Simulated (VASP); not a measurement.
Set up this calculation in VASP 6.6.1, as the native input.

```
Task                   : single point
Functional             : PBE
Potentials or basis    : VASP PAW PBE potentials, release 64 (Na_pv)
Cutoff                 : 520 eV
k mesh                 : 12 × 12 × 6
Occupations            : fermi-dirac, width 0.05 eV
Spin                   : no spin polarisation
Dipole correction      : no
Further INCAR settings : ALGO = Normal; EDIFF = 1e-06; NBANDS = 14
```

The structure of Na lies in POSCAR:

```
Na
1.0
    2.7537728420      0.0000000000      0.0000000000
   -1.3768864210      2.3848372374      0.0000000000
    0.0000000000      0.0000000000      4.5168344107
Na
2
Direct
    0.3333333333      0.6666666667      0.2500000000
    0.6666666667      0.3333333333      0.7500000000
```

This isn't the form of Na at room conditions, which is bcc.

The input as run:

INCAR

```
SYSTEM = Na
PREC = Accurate ; ENCUT = 520
EDIFF = 1E-6 ; ISMEAR = -1
SIGMA = 0.05 ; LREAL = .False.
LASPH = .True. ; NELM = 100
ALGO = Normal ; ISIF = 2
LWAVE = .False. ; LCHARG = .False.
GGA = PE ; NBANDS = 14
```

KPOINTS

```
Automatic mesh
0
Gamma
  12 12 6
  0 0 0
```

Potentials or basis: VASP PAW PBE potentials, release 64 (Na_pv).

The run is started by

```console
$ cat potpaw_PBE.64/Na_pv/POTCAR > POTCAR
$ mpirun -np 1 vasp_std > vasp.out
```

It gave:

| Property | Result |
| --- | --- |
| Pressure | 39.7 GPa |
| Band gap on the k mesh | zero (bands 7 and 8 overlap by 6.93 eV) |

Caveat: the cell stands under pressure.

Wall time 23 s on 1 thread of Intel Xeon 8259CL, with other jobs on the host, peak memory 0.15 GiB.
